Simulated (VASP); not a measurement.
Wanted: the native input for a VASP 6.6.1 run.

```
Task                   : single point
Functional             : PBE
Potentials or basis    : VASP PAW PBE potentials, release 64 (Be, Cd, Se)
Cutoff                 : 600 eV
k mesh                 : 2 × 2 × 2
Occupations            : gaussian, width 0.15 eV
Spin                   : no spin polarisation
Dipole correction      : no
Further INCAR settings : ALGO = Normal; EDIFF = 1e-06; NBANDS = 31
```

The structure of Be3CdSe4 lies in POSCAR:

```
Be3CdSe4
1.0
    5.4612447732      0.0000000000      0.0000000000
    0.0000000000      5.4612447732      0.0000000000
    0.0000000000      0.0000000000      5.4612447732
Be Cd Se
3 1 4
Direct
    0.0000000000      0.0000000000      0.5000000000
    0.0000000000      0.5000000000      0.0000000000
    0.5000000000      0.0000000000      0.0000000000
    0.5000000000      0.5000000000      0.5000000000
    0.7728851074      0.7728851074      0.2271148926
    0.7728851074      0.2271148926      0.7728851074
    0.2271148926      0.7728851074      0.7728851074
    0.2271148926      0.2271148926      0.2271148926
```

The input as run:

INCAR

```
PREC     = Accurate       # precision mode
ENCUT    = 600            # plane-wave cutoff, eV
EDIFF    = 1E-6           # SCF threshold, eV
ISMEAR   = 0              # smearing method
SIGMA    = 0.15           # smearing width, eV
LREAL    = F              # projectors in reciprocal space
LASPH    = T              # aspherical terms in the spheres
NELM     = 120            # most SCF steps
ALGO     = Normal         # electronic algorithm
ISIF     = 2              # what is computed and relaxed
LWAVE    = F              # write WAVECAR
LCHARG   = F              # write CHGCAR
GGA      = PE             # functional
NBANDS   = 31             # bands
GGA_COMPAT= F
```

KPOINTS

```
Automatic mesh
0
Gamma
  2 2 2
```

Potentials or basis: VASP PAW PBE potentials, release 64 (Be, Cd, Se).

Run with:

```bash
$ cat potpaw_PBE.64/Be/POTCAR potpaw_PBE.64/Cd/POTCAR potpaw_PBE.64/Se/POTCAR > POTCAR
$ mpirun -np 1 vasp_std > vasp.out
```

Results of the run:

```
Pressure               : -0.2 GPa
Largest force          : 0.025 eV/Å
Band gap on the k mesh : 2.56 eV, direct
```

Caveat: the k points lie up to 0.58 Å⁻¹ apart.

Run time: 32 s on 1 thread of Intel(R) Xeon(R) Platinum 8375C CPU @ 2.90GHz (Ice Lake) (shared host), peak memory 0.32 GiB.
